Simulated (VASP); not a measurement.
# CoO (P3m1) in VASP: single point with PBEsol

Aim: the single point of CoO with PBEsol.

All numbers are computed with VASP 6.6.1; they aren't measurements. Logs are shortened: lines on timing, memory, paths and dates and some standing lists are left out, and cuts for length are marked.

### Step 1. The cell of the first run

The typed cell holds 4 atoms: a = 3.198 Å, b = 3.198 Å, c = 5.229 Å, α = 90.00°, β = 90.00°, γ = 120.00°.

### Step 2. Single point, PBEsol, non-collinear spin, typed start

INCAR reads:

```
PREC = Accurate
ENCUT = 520
EDIFF = 1E-6
ISMEAR = -1
SIGMA = 0.05
LREAL = False
LASPH = True
NELM = 150
ALGO = Normal
ISIF = 2
LWAVE = False
LCHARG = False
LNONCOLLINEAR = True
MAGMOM = -1.526 -0.711 0.298 0.733 -0.995 -0.104 0 0 0 0 0 0
LORBIT = 11
LMAXMIX = 4
GGA = PS
NBANDS = 44
```

KPOINTS reads:

```
regular mesh
0
Gamma
  7 7 4
```

POSCAR reads:

```
CoO
1.0
    3.1976457435      0.0000000000      0.0000000000
   -1.5988228718      2.7692424462      0.0000000000
    0.0000000000      0.0000000000      5.2287097100
Co O
2 2
Direct
    0.3333333333      0.6666666667      0.5033624100
    0.0000000000      0.0000000000      0.0034741400
    0.3333333333      0.6666666667      0.8715556000
    0.0000000000      0.0000000000      0.3716088500
```

Potentials or basis: VASP PAW PBE potentials, release 64 (Co, O).

The run is started by

```
cat potpaw_PBE.64/Co/POTCAR potpaw_PBE.64/O/POTCAR > POTCAR
mpirun -np 1 vasp_ncl > vasp.out
```

OUTCAR:

```text
PREC = Accurate
   ENCUT = 520
   EDIFF = 1E-6
   ISMEAR = -1
   LREAL = False
   LASPH = True
   NELM = 150
   ISIF = 2
   LNONCOLLINEAR = True
   LORBIT = 11
   GGA = PS

 ion  position               nearest neighbor table
   1  0.333  0.667  0.503-   3 1.93   4 1.97   4 1.97   4 1.97
   2  0.000  0.000  0.003-   4 1.92   3 1.97   3 1.97   3 1.97
   3  0.333  0.667  0.872-   1 1.93   2 1.97   2 1.97   2 1.97
   4  0.000  0.000  0.372-   2 1.92   1 1.97   1 1.97   1 1.97

  LATTYP: Found a hexagonal cell.
 ALAT       =     3.1976457435
 C/A-ratio  =     1.6351747909

  Lattice vectors:

 A1 = (   3.1976457435,   0.0000000000,   0.0000000000)
 A2 = (  -1.5988228718,   2.7692424462,   0.0000000000)
 A3 = (   0.0000000000,   0.0000000000,   5.2287097100)

Analysis of symmetry for initial positions (statically):
=====================================================================
 Subroutine PRICEL returns:
 Original cell was already a primitive cell.

 Routine SETGRP: Setting up the symmetry group for a
 hexagonal supercell.

 Subroutine GETGRP returns: Found  6 space group operations
 (whereof  6 operations were pure point group operations)
 out of a pool of 24 trial point group operations.

The static configuration has the point symmetry C_3v.

Analysis of symmetry for dynamics (positions and initial velocities):
=====================================================================
 Subroutine PRICEL returns:
 Original cell was already a primitive cell.

 Routine SETGRP: Setting up the symmetry group for a
 hexagonal supercell.

 Subroutine GETGRP returns: Found  6 space group operations
 (whereof  6 operations were pure point group operations)
 out of a pool of 24 trial point group operations.

The dynamic configuration has the point symmetry C_3v.

Analysis of structural, dynamic, and magnetic symmetry:
=====================================================================
 Subroutine PRICEL returns:
 Original cell was already a primitive cell.

 Routine SETGRP: Setting up the symmetry group for a
 hexagonal supercell.

 Subroutine GETGRP returns: Found  1 space group operations
 (whereof  1 operations were pure point group operations)
 out of a pool of 24 trial point group operations.

The overall configuration has the point symmetry C_1 .

 Subroutine INISYM returns: Found  1 space group operations
 (whereof  1 operations are pure point group operations),
 and found     1 'primitive' translations

----------------------------------------------------------------------------------------

                                     Primitive cell

  volume of cell :      46.3005

  direct lattice vectors                    reciprocal lattice vectors
     3.197645743  0.000000000  0.000000000     0.312730077  0.180554794  0.000000000
    -1.598822872  2.769242446  0.000000000     0.000000000  0.361109588  0.000000000
     0.000000000  0.000000000  5.228709710     0.000000000  0.000000000  0.191251773

  length of vectors
     3.197645743  3.197645744  5.228709710     0.361109588  0.361109588  0.191251773

  position of ions in fractional coordinates (direct lattice)
     0.333333333  0.666666667  0.503362410
     0.000000000  0.000000000  0.003474140
     0.333333333  0.666666667  0.871555600
     0.000000000  0.000000000  0.371608850

  ion indices of the primitive-cell ions
   primitive index   ion index
                 1           1
                 2           2
                 3           3
                 4           4

----------------------------------------------------------------------------------------

 KPOINTS: regular mesh

Automatic generation of k-mesh.
 Grid dimensions read from file:
 generate k-points for:    7    7    4

 Generating k-lattice:

  Cartesian coordinates                     Fractional coordinates (reciprocal lattice)
[... 22 lines left out ...]
 -0.142857  0.142857  0.000000      1.000000
[... 16 lines left out ...]
  0.142857 -0.285714  0.000000      1.000000
 -0.285714  0.142857  0.000000      1.000000
 [... further k-points ...]
   k-points           NKPTS =    196   k-points in BZ     NKDIM =    196   number of bands    NBANDS=     44
   number of dos      NEDOS =    301   number of ions     NIONS =      4
   total plane-waves  NPLWV =  23040
   dimension x,y,z NGX =    24 NGY =   24 NGZ =   40
   dimension x,y,z NGXF=    48 NGYF=   48 NGZF=   80
   ions per type =               2   2
   NGX,Y,Z   is equivalent  to a cutoff of  12.48, 12.48, 12.72 a.u.
   NGXF,Y,Z  is equivalent  to a cutoff of  24.96, 24.96, 25.44 a.u.
 SYSTEM =  unknown system
   PREC   = accura    normal or accurate (medium, high low for compatibility)
   ISTART =      0    job   : 0-new  1-cont  2-samecut
   ICHARG =      2    charge: 1-file 2-atom 10-const
   ISPIN  =      1    spin polarized calculation?
   LNONCOLLINEAR =      T non collinear calculations
   LSORBIT =      F    spin-orbit coupling
   LASPH  =      T    aspherical Exc in radial PAW
   ENCUT  =  520.0 eV  38.22 Ry    6.18 a.u.   5.95  5.95  9.72*2*pi/ulx,y,z
   NELM   =    150;   NELMIN=  2; NELMDL= -5     # of ELM steps
   EDIFF  = 0.1E-05   stopping-criterion for ELM
   LREAL  =      F    real-space projection
   EDIFFG = 0.1E-04   stopping-criterion for IOM
   NSW    =      0    number of steps for IOM
   IBRION =     -1    ionic relax: 0-MD 1-quasi-New 2-CG
   NFREE  =      0    steps in history (QN), initial steepest desc. (CG)
   ISIF   =      2    stress and relaxation
   ISYM   =      2    0-nonsym 1-usesym 2-fastsym
   POTIM  = 0.5000    time-step for ionic-motion
   TEBEG  =    0.0;   TEEND  =   0.0 temperature during run
   PSTRESS=    0.0 pullay stress
   NELECT =      30.0000    total number of electrons
   NUPDOWN=      -1.0000    fix difference up-down
   EMIN   =  10.00;   EMAX   =-10.00  energy-range for DOS
   EFERMI =   0.00;   METHOD = LEGACY
   ISMEAR =    -1;   SIGMA  =   0.05  broadening in eV -4-tet -1-fermi 0-gaus
   EFERMI_NEDOS =   21; number of points for ismear=-14 and -15
   IALGO  =     38    algorithm
   IMIX   =      4    mixing-type and parameters
     AMIX     =   0.40;   BMIX     =  1.00
     AMIX_MAG =   1.60;   BMIX_MAG =  1.00
  volume/ion in A,a.u.               =      11.58        78.11
  Fermi-wavevector in a.u.,A,eV,Ry     =   1.416620  2.677023 27.304329  2.006812
  Thomas-Fermi vector in A             =   2.537935
   LORBIT       =     11    0 simple, 1 ext, 2 COOP (PROOUT), +10 PAW based schemes
   GGA     = PS    functional components
   LHFCALC =     F    Hartree Fock is set to
   AEXX    =    0.0000 exact exchange contribution
   IVDW    =     0    specifies the selected vdW correction
   LEPSILON=     F    determine dielectric tensor
   LRPA    =     F    only Hartree local field effects (RPA)
  energy-cutoff  :      520.00
  volume of cell :       46.30
 maximum number of plane-waves:      2516
   NGX = 11   NGY = 11   NGZ = 19

 number of electron      30.0000008 magnetization       0.0007893     -0.0010483      0.0000311

 number of electron      30.0000008 magnetization       0.0009370     -0.0004295     -0.0000195

 Free energy of the ion-electron system (eV)
  ---------------------------------------------------
  ext. energy  EPLUGINS =         0.00000000
  ---------------------------------------------------
  free energy    TOTEN  =       -28.40812967 eV

  energy without entropy =      -28.37564686  energy(sigma->0) =      -28.39188826

 E-fermi :   5.9412     XC(G=0): -11.3948

 val. band max:        5.9324315016   @ k =  -0.1429  -0.4286   0.0000
 cond. band min:       5.9473284107   @ k =   0.0000   0.0000  -0.2500
 fundamental gap:      0.0148969091
 Fermi energy:         5.9411685761

 k-point     1 :       0.0000    0.0000    0.0000
  band No.  band energies     occupation
      1     -13.9559      1.00000
      2     -13.9546      1.00000
      3     -13.2455      1.00000
      4     -13.2439      1.00000
      5      -1.0840      1.00000
      6      -1.0834      1.00000
[... 1069 lines left out ...]
     41      13.5428      0.00000
     42      13.5432      0.00000

 [... further k-points ...]

 [bands above 42 left out]

------------------------ aborting loop because EDIFF is reached ----------------------------------------

  FORCE on cell =-STRESS in cart. coord.  units (eV):
  Direction    XX          YY          ZZ          XY          YZ          ZX
  --------------------------------------------------------------------------------------
  -------------------------------------------------------------------------------------
  Total       -3.1001070     -3.1001469     -2.4953129     -0.0000202      0.0000259     -0.0000002
  in kB     -107.2757113   -107.2770929    -86.3474944     -0.0006976      0.0008976     -0.0000064
  external PRESSURE =    -100.3000995 kB  Pullay stress =       0.0000000 kB

 VOLUME and BASIS-vectors are now :
 -----------------------------------------------------------------------------
  energy-cutoff  :      520.00
  volume of cell :       46.30
      direct lattice vectors                 reciprocal lattice vectors
     3.197645743  0.000000000  0.000000000     0.312730077  0.180554794  0.000000000
    -1.598822872  2.769242446  0.000000000     0.000000000  0.361109588  0.000000000
     0.000000000  0.000000000  5.228709710     0.000000000  0.000000000  0.191251773

 POSITION                                       TOTAL-FORCE (eV/Angst)
 -----------------------------------------------------------------------------------
     -0.00000      1.84616      2.63194        -0.000006     -0.000006      0.081312
      0.00000      0.00000      0.01817         0.000004      0.000003      0.075490
     -0.00000      1.84616      4.55711         0.000001      0.000010     -0.077660
      0.00000      0.00000      1.94303         0.000001     -0.000008     -0.079141
 -----------------------------------------------------------------------------------
    total drift:                               -0.000000     -0.000027     -0.002047

  FREE ENERGIE OF THE ION-ELECTRON SYSTEM (eV)
  ---------------------------------------------------
  free  energy   TOTEN  =       -28.4081296663 eV

  energy  without entropy=      -28.3756468615  energy(sigma->0) =      -28.39188826

 total charge

# of ion       s       p       d       tot
------------------------------------------
    1        0.344   0.434   7.218   7.996
    2        0.344   0.434   7.218   7.996
    3        1.548   3.407   0.000   4.955
    4        1.548   3.407   0.000   4.955
--------------------------------------------------
tot          3.785   7.681  14.435  25.901

 magnetization (x)

# of ion       s       p       d       tot
------------------------------------------
    1       -0.008  -0.037  -2.092  -2.137
    2        0.008   0.037   2.092   2.137
    3        0.010   0.139   0.000   0.150
    4       -0.010  -0.139   0.000  -0.149
--------------------------------------------------
tot         -0.000   0.000   0.001   0.001

 magnetization (y)

# of ion       s       p       d       tot
------------------------------------------
    1        0.002   0.009   0.518   0.530
    2       -0.002  -0.009  -0.519  -0.530
    3       -0.003  -0.035   0.000  -0.037
    4        0.003   0.034   0.000   0.037
--------------------------------------------------
tot         -0.000  -0.000  -0.000  -0.001

 magnetization (z)

# of ion       s       p       d       tot
------------------------------------------
    1        0.001   0.006   0.365   0.373
    2       -0.001  -0.006  -0.365  -0.373
    3       -0.002  -0.024   0.000  -0.026
    4        0.002   0.024   0.000   0.026
--------------------------------------------------
tot         -0.000  -0.000  -0.000  -0.000
```

It took 33 min on 1 thread of Oxide Virtual Turin-like, shared host; peak memory 0.62 GiB.

What came out:

```yaml
Free_energy: -28.4081 eV
Pressure: -10.0 GPa
Largest_force: 0.081 eV/Å
Band_gap_on_the_k_mesh: zero (bands 30 and 31 overlap by 0.04 eV)
Net_moment: 0.00 μB per cell
Valence_electrons_inside_the_program's_atomic_spheres: Co 8.00; O 4.96
```

Forces in eV/Å, atoms in the order of the input:
```
Co   0.000  0.000  0.081
Co   0.000  0.000  0.075
O    0.000  0.000 -0.078
O    0.000  0.000 -0.079
```

Levels at points of the mesh, in eV from the Fermi level:
```
           k point  band 26  band 27  band 28  band 29  band 30  band 31  band 32  band 33  band 34  band 35
(0.00, 0.00, 0.00)    -0.96    -0.01    -0.01    -0.01    -0.01     0.14     0.15     1.53     1.53     1.94
(0.00, 0.00, 0.50)    -0.91     0.03     0.03     0.03     0.03     0.85     0.85     1.81     1.81     1.81
```

Moments on the atoms (μB; x, y, z):
```
Co  -2.14  0.53  0.37
Co   2.14 -0.53 -0.37
O    0.15 -0.04 -0.03
O   -0.15  0.04  0.03
```

Caveat: the cell stands under tension; the PAW data sets were made with another functional, which shifts forces and pressure a little; semilocal functionals often make such compounds metallic where correlation or magnetic order opens a gap, which also shifts bond lengths. With open d or f shells a metallic result of PBEsol can be an artefact of self-interaction; +U or a hybrid may open a gap.
